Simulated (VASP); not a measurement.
# MgO (Fm-3m) in VASP: density of states with LDA

Aim: the density of states of MgO with LDA.

Program: VASP 6.6.1. These are calculated values, not measurements. Logs are shortened: lines on timing, memory, paths and dates and some standing lists are left out, and cuts for length are marked.

## Step 1: The cell of the first run

It takes space group Fm-3m (No. 225, cubic). Conventional cell: a = 4.482 Å, b = 4.482 Å, c = 4.482 Å, α = 90.00°, β = 90.00°, γ = 90.00°. Mg (site symmetry m-3m) has 6 O at 2.24 Å within 3.0 Å. Within 3.0 Å of O (site symmetry m-3m) lie 6 Mg at 2.24 Å.

## Step 2: Density of states, LDA

Contents of POSCAR:

```
MgO
1.0
    0.0000000000      2.2408330000      2.2408330000
    2.2408330000      0.0000000000      2.2408330000
    2.2408330000      2.2408330000      0.0000000000
Mg O
1 1
Direct
    0.0000000000      0.0000000000      0.0000000000
    0.5000000000      0.5000000000      0.5000000000
```

Contents of INCAR.step1:

```
PREC = Accurate
ENCUT = 520
EDIFF = 1E-6
ISMEAR = -1
SIGMA = 0.1
LREAL = False
LASPH = True
NELM = 60
ALGO = Normal
ISIF = 2
LWAVE = False
LCHARG = True
NBANDS = 11
```

Contents of KPOINTS.step1:

```
Automatic mesh
0
Gamma
  10 10 10
```

Contents of INCAR.step2:

```
PREC = Accurate
ENCUT = 520
EDIFF = 1E-6
ISMEAR = -5
SIGMA = 0.1
LREAL = False
LASPH = True
NELM = 60
ALGO = Normal
ISIF = 2
LWAVE = False
LCHARG = False
LORBIT = 11
NBANDS = 11
NEDOS = 2001
ICHARG = 11
```

Contents of KPOINTS.step2:

```
Automatic mesh
0
Gamma
  15 15 15
```

Potentials or basis: VASP PAW LDA potentials, release 64 (Mg, O).

Command:

```console
$ cat potpaw_LDA.64/Mg/POTCAR potpaw_LDA.64/O/POTCAR > POTCAR
$ cp INCAR.step1 INCAR
$ cp KPOINTS.step1 KPOINTS
$ mpirun -np 1 vasp_std > vasp.out
$ cp INCAR.step2 INCAR
$ cp KPOINTS.step2 KPOINTS
$ mpirun -np 1 vasp_std > vasp.out
```

OUTCAR:

```text
PREC = Accurate
   ENCUT = 520
   EDIFF = 1E-6
   ISMEAR = -5
   LREAL = False
   LASPH = True
   NELM = 60
   ISIF = 2
   LORBIT = 11
   ICHARG = 11

 ion  position               nearest neighbor table
   1  0.000  0.000  0.000-   2 2.24   2 2.24   2 2.24   2 2.24   2 2.24   2 2.24
   2  0.500  0.500  0.500-   1 2.24   1 2.24   1 2.24   1 2.24   1 2.24   1 2.24

  LATTYP: Found a face centered cubic cell.
 ALAT       =     4.4816660000

  Lattice vectors:

 A1 = (   0.0000000000,   2.2408330000,   2.2408330000)
 A2 = (   2.2408330000,   0.0000000000,   2.2408330000)
 A3 = (   2.2408330000,   2.2408330000,   0.0000000000)

Analysis of symmetry for initial positions (statically):
=====================================================================
 Subroutine PRICEL returns:
 Original cell was already a primitive cell.

 Routine SETGRP: Setting up the symmetry group for a
 face centered cubic supercell.

 Subroutine GETGRP returns: Found 48 space group operations
 (whereof 48 operations were pure point group operations)
 out of a pool of 48 trial point group operations.

The static configuration has the point symmetry O_h .

Analysis of symmetry for dynamics (positions and initial velocities):
=====================================================================
 Subroutine PRICEL returns:
 Original cell was already a primitive cell.

 Routine SETGRP: Setting up the symmetry group for a
 face centered cubic supercell.

 Subroutine GETGRP returns: Found 48 space group operations
 (whereof 48 operations were pure point group operations)
 out of a pool of 48 trial point group operations.

The dynamic configuration has the point symmetry O_h .

 Subroutine INISYM returns: Found 48 space group operations
 (whereof 48 operations are pure point group operations),
 and found     1 'primitive' translations

----------------------------------------------------------------------------------------

                                     Primitive cell

  volume of cell :      22.5039

  direct lattice vectors                    reciprocal lattice vectors
     0.000000000  2.240833000  2.240833000    -0.223131309  0.223131309  0.223131309
     2.240833000  0.000000000  2.240833000     0.223131309 -0.223131309  0.223131309
     2.240833000  2.240833000  0.000000000     0.223131309  0.223131309 -0.223131309

  length of vectors
     3.169016420  3.169016420  3.169016420     0.386474764  0.386474764  0.386474764

  position of ions in fractional coordinates (direct lattice)
     0.000000000  0.000000000  0.000000000
     0.500000000  0.500000000  0.500000000

  ion indices of the primitive-cell ions
   primitive index   ion index
                 1           1
                 2           2

----------------------------------------------------------------------------------------

 KPOINTS: Automatic mesh

Automatic generation of k-mesh.
 Grid dimensions read from file:
 generate k-points for:   15   15   15

 Generating k-lattice:

  Cartesian coordinates                     Fractional coordinates (reciprocal lattice)
    -0.014875421  0.014875421  0.014875421     0.066666667  0.000000000  0.000000000
     0.014875421 -0.014875421  0.014875421     0.000000000  0.066666667  0.000000000
     0.014875421  0.014875421 -0.014875421     0.000000000  0.000000000  0.066666667

  Length of vectors
     0.025764984  0.025764984  0.025764984

  Shift w.r.t. Gamma in fractional coordinates (k-lattice)
     0.000000000  0.000000000  0.000000000

 TETIRR: Found    484 inequivalent tetrahedra from    20250

 Subroutine IBZKPT returns following result:
 ===========================================

 Found    120 irreducible k-points:

 Following reciprocal coordinates:
            Coordinates               Weight
  0.000000  0.000000  0.000000      1.000000
  0.066667  0.000000  0.000000      8.000000
  0.133333  0.000000  0.000000      8.000000
  0.200000  0.000000  0.000000      8.000000
  0.266667  0.000000  0.000000      8.000000
  0.333333  0.000000  0.000000      8.000000
[... 16 lines left out ...]
  0.133333  0.133333  0.000000      6.000000
  0.200000  0.133333  0.000000     24.000000
 [... further k-points ...]
   k-points           NKPTS =    120   k-points in BZ     NKDIM =    120   number of bands    NBANDS=     11
   number of dos      NEDOS =   2001   number of ions     NIONS =      2
   total plane-waves  NPLWV =  13824
   dimension x,y,z NGX =    24 NGY =   24 NGZ =   24
   dimension x,y,z NGXF=    48 NGYF=   48 NGZF=   48
   ions per type =               1   1
   NGX,Y,Z   is equivalent  to a cutoff of  12.59, 12.59, 12.59 a.u.
   NGXF,Y,Z  is equivalent  to a cutoff of  25.18, 25.18, 25.18 a.u.
 SYSTEM =  unknown system
   PREC   = accura    normal or accurate (medium, high low for compatibility)
   ISTART =      0    job   : 0-new  1-cont  2-samecut
   ICHARG =     11    charge: 1-file 2-atom 10-const
   ISPIN  =      1    spin polarized calculation?
   LNONCOLLINEAR =      F non collinear calculations
   LSORBIT =      F    spin-orbit coupling
   LASPH  =      T    aspherical Exc in radial PAW
   ENCUT  =  520.0 eV  38.22 Ry    6.18 a.u.   5.89  5.89  5.89*2*pi/ulx,y,z
   NELM   =     60;   NELMIN=  2; NELMDL=  0     # of ELM steps
   EDIFF  = 0.1E-05   stopping-criterion for ELM
   LREAL  =      F    real-space projection
   EDIFFG = 0.1E-04   stopping-criterion for IOM
   NSW    =      0    number of steps for IOM
   IBRION =     -1    ionic relax: 0-MD 1-quasi-New 2-CG
   NFREE  =      0    steps in history (QN), initial steepest desc. (CG)
   ISIF   =      2    stress and relaxation
   ISYM   =      2    0-nonsym 1-usesym 2-fastsym
   POTIM  = 0.5000    time-step for ionic-motion
   TEBEG  =    0.0;   TEEND  =   0.0 temperature during run
   PSTRESS=    0.0 pullay stress
   NELECT =       8.0000    total number of electrons
   NUPDOWN=      -1.0000    fix difference up-down
   EMIN   =  10.00;   EMAX   =-10.00  energy-range for DOS
   EFERMI =   0.00;   METHOD = LEGACY
   ISMEAR =    -5;   SIGMA  =   0.10  broadening in eV -4-tet -1-fermi 0-gaus
   EFERMI_NEDOS =   21; number of points for ismear=-14 and -15
   IALGO  =     38    algorithm
   IMIX   =      4    mixing-type and parameters
     AMIX     =   0.40;   BMIX     =  1.00
     AMIX_MAG =   1.60;   BMIX_MAG =  1.00
  volume/ion in A,a.u.               =      11.25        75.93
  Fermi-wavevector in a.u.,A,eV,Ry     =   1.159717  2.191547 18.299066  1.344943
  Thomas-Fermi vector in A             =   2.296307
   LORBIT       =     11    0 simple, 1 ext, 2 COOP (PROOUT), +10 PAW based schemes
   GGA     = CA    functional components
   LHFCALC =     F    Hartree Fock is set to
   AEXX    =    0.0000 exact exchange contribution
   IVDW    =     0    specifies the selected vdW correction
   LEPSILON=     F    determine dielectric tensor
   LRPA    =     F    only Hartree local field effects (RPA)
 non-spin polarized calculation
 Fermi weights with tetrahedron method with Bloechl corrections
  energy-cutoff  :      520.00
  volume of cell :       22.50
 maximum number of plane-waves:       620

 number of electron       8.0000002 magnetization

 Free energy of the ion-electron system (eV)
  ---------------------------------------------------
  ext. energy  EPLUGINS =         0.00000000
  ---------------------------------------------------
  free energy    TOTEN  =       -12.98843035 eV

  energy without entropy =      -12.98843035  energy(sigma->0) =      -12.98843035

 E-fermi :   1.6126     XC(G=0): -10.7232

 val. band max:        1.6045460425   @ k =   0.0000   0.0000   0.0000
 cond. band min:       4.6537971096   @ k =   0.0000   0.0000   0.0000
 fundamental gap:      3.0492510670
 Fermi energy:         1.6125564690

 k-point     1 :       0.0000    0.0000    0.0000
  band No.  band energies     occupation
      1     -14.5302      2.00000
      2       1.6045      2.00000
      3       1.6045      2.00000
      4       1.6045      2.00000
      5       4.6538      0.00000
      6      16.1107      0.00000
      7      16.1107      0.00000
      8      16.1107      0.00000
      9      19.6809      0.00000
     10      21.1059      0.00000
     11      21.1060      0.00000

 k-point     2 :       0.0667    0.0000    0.0000
  band No.  band energies     occupation
      1     -14.4948      2.00000
      2       1.2903      2.00000
      3       1.5820      2.00000
      4       1.5820      2.00000
      5       4.9753      0.00000
      6      15.4753      0.00000
      7      16.1899      0.00000
      8      16.1899      0.00000
      9      20.3989      0.00000
     10      20.4270      0.00000
     11      20.4270      0.00000

 k-point     3 :       0.1333    0.0000    0.0000
  band No.  band energies     occupation
      1     -14.3928      2.00000
      2       0.5962      2.00000
      3       1.5193      2.00000
      4       1.5193      2.00000
      5       5.6857      0.00000
      6      14.3707      0.00000
      7      16.3762      0.00000
      8      16.3762      0.00000
      9      19.6933      0.00000
     10      19.6933      0.00000
     11      20.9581      0.00000

 k-point     4 :       0.2000    0.0000    0.0000
  band No.  band energies     occupation
      1     -14.2372      2.00000
      2      -0.1933      2.00000
      3       1.4292      2.00000
      4       1.4292      2.00000
      5       6.4832      0.00000
      6      13.3839      0.00000
      7      16.5023      0.00000
      8      16.5023      0.00000
      9      19.3688      0.00000
     10      19.3688      0.00000
     11      20.7011      0.00000

 k-point     5 :       0.2667    0.0000    0.0000
  band No.  band energies     occupation
      1     -14.0499      2.00000
      2      -0.9465      2.00000
      3       1.3289      2.00000
      4       1.3289      2.00000
      5       7.2083      0.00000
      6      12.6591      0.00000
      7      16.4023      0.00000
      8      16.4023      0.00000
      9      19.6037      0.00000
     10      19.6037      0.00000
     11      20.3096      0.00000
[... 211 lines left out ...]
 k-point    21 :      -0.1333    0.0667    0.0000
  band No.  band energies     occupation
      1     -14.3178      2.00000
      2       0.2440      2.00000
      3       1.3616      2.00000
      4       1.5159      2.00000
      5       6.1276      0.00000
      6      13.8599      0.00000
      7      16.1695      0.00000
      8      16.6667      0.00000
      9      18.6968      0.00000
     10      20.0496      0.00000
     11      21.4404      0.00000

 k-point    22 :      -0.0667    0.0667    0.0000
  band No.  band energies     occupation
      1     -14.4373      2.00000
      2       0.9026      2.00000
      3       1.4866      2.00000
      4       1.5706      2.00000
      5       5.4108      0.00000
      6      14.8003      0.00000
      7      16.1823      0.00000
      8      16.3730      0.00000
      9      19.4372      0.00000
     10      20.3740      0.00000
     11      21.1341      0.00000

 k-point    23 :       0.1333    0.1333    0.0000
  band No.  band energies     occupation
      1     -14.3492      2.00000
      2       0.5198      2.00000
      3       1.3920      2.00000
      4       1.3920      2.00000
      5       5.9980      0.00000
      6      14.0524      0.00000
      7      16.3677      0.00000
      8      16.3677      0.00000
      9      17.7555      0.00000
     10      21.5855      0.00000
     11      22.7979      0.00000

 k-point    24 :       0.2000    0.1333    0.0000
  band No.  band energies     occupation
      1     -14.2358      2.00000
      2       0.0190      2.00000
      3       1.2871      2.00000
      4       1.2955      2.00000
      5       6.6104      0.00000
      6      13.3398      0.00000
      7      16.2993      0.00000
      8      16.4911      0.00000
      9      17.2001      0.00000
     10      21.4550      0.00000
     11      22.8172      0.00000

 [... further k-points ...]

------------------------ aborting loop because EDIFF is reached ----------------------------------------

  FORCE on cell =-STRESS in cart. coord.  units (eV):
  Direction    XX          YY          ZZ          XY          YZ          ZX
  --------------------------------------------------------------------------------------
  -------------------------------------------------------------------------------------
  Total       -3.6378135     -3.6378135     -3.6378135      0.0000000      0.0000000      0.0000000
  in kB     -258.9956945   -258.9956945   -258.9956945      0.0000000      0.0000000      0.0000000
  external PRESSURE =    -258.9956945 kB  Pullay stress =       0.0000000 kB

 VOLUME and BASIS-vectors are now :
 -----------------------------------------------------------------------------
  energy-cutoff  :      520.00
  volume of cell :       22.50
      direct lattice vectors                 reciprocal lattice vectors
     0.000000000  2.240833000  2.240833000    -0.223131309  0.223131309  0.223131309
     2.240833000  0.000000000  2.240833000     0.223131309 -0.223131309  0.223131309
     2.240833000  2.240833000  0.000000000     0.223131309  0.223131309 -0.223131309

 POSITION                                       TOTAL-FORCE (eV/Angst)
 -----------------------------------------------------------------------------------
      0.00000      0.00000      0.00000         0.000000      0.000000     -0.000000
      2.24083      2.24083      2.24083        -0.000000     -0.000000      0.000000
 -----------------------------------------------------------------------------------
    total drift:                               -0.000000     -0.000000      0.000000

  FREE ENERGIE OF THE ION-ELECTRON SYSTEM (eV)
  ---------------------------------------------------
  free  energy   TOTEN  =       -12.9884303472 eV

  energy  without entropy=      -12.9884303472  energy(sigma->0) =      -12.98843035

 total charge

# of ion       s       p       d       tot
------------------------------------------
    1        0.132   0.137   0.051   0.320
    2        1.531   3.437   0.000   4.968
--------------------------------------------------
tot          1.663   3.574   0.051   5.288
```

Run time: 10 s. Hardware: 1 thread of Intel Xeon Platinum 8488C (Sapphire Rapids), shared host; peak memory 0.14 GiB.

What came out:

```
Valence electrons inside the program's atomic spheres : Mg 0.32; O 4.97
```
